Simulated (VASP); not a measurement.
Wanted: the native input for a VASP 6.6.1 run.

- Task: single point
- Functional: PBE
- Potentials or basis: VASP PAW PBE potentials, release 64 (Zn, S)
- Cutoff: 520 eV
- k mesh: 10 × 10 × 10
- Occupations: gaussian, width 0.05 eV
- Spin: no spin polarisation
- Dipole correction: no
- Further INCAR settings: ALGO = Normal; EDIFF = 1e-06; NBANDS = 16

The structure of ZnS lies in POSCAR:

```
ZnS
1.0
    0.3393564127      2.8845295082      2.8845295082
    2.8845295082      0.3393564127      2.8845295082
    2.8845295082      2.8845295082      0.3393564127
Zn S
1 1
Direct
    0.0000000000      0.0000000000      0.0000000000
    0.7500000000      0.7500000000      0.7500000000
```

This cell differs from its parent crystal: ratio of the length along [111] to the lengths across it x 1.2, volume and fractional coordinates fixed.

These files were run (other wordings do the same):

INCAR

```
ALGO = Normal
EDIFF = 1E-6
ENCUT = 520
GGA = PE
ISIF = 2
ISMEAR = 0
LASPH = T
LCHARG = T
LELF = T
LREAL = F
LVHAR = T
LWAVE = F
NBANDS = 16
NELM = 100
PREC = Accurate
SIGMA = 0.05
```

KPOINTS

```
k-points
0
Gamma
  10 10 10
```

Potentials or basis: VASP PAW PBE potentials, release 64 (Zn, S).

Command:

```console
$ cat potpaw_PBE.64/Zn/POTCAR potpaw_PBE.64/S/POTCAR > POTCAR
$ mpirun -np 1 vasp_std > vasp.out
```

It gave:

```
Pressure               : 5.0 GPa
Largest force          : 0.537 eV/Å
Band gap on the k mesh : 1.29 eV, direct
```

Wall time 74 s on 1 thread of Intel Xeon 6975P-C, with other jobs on the host, peak memory 0.22 GiB.
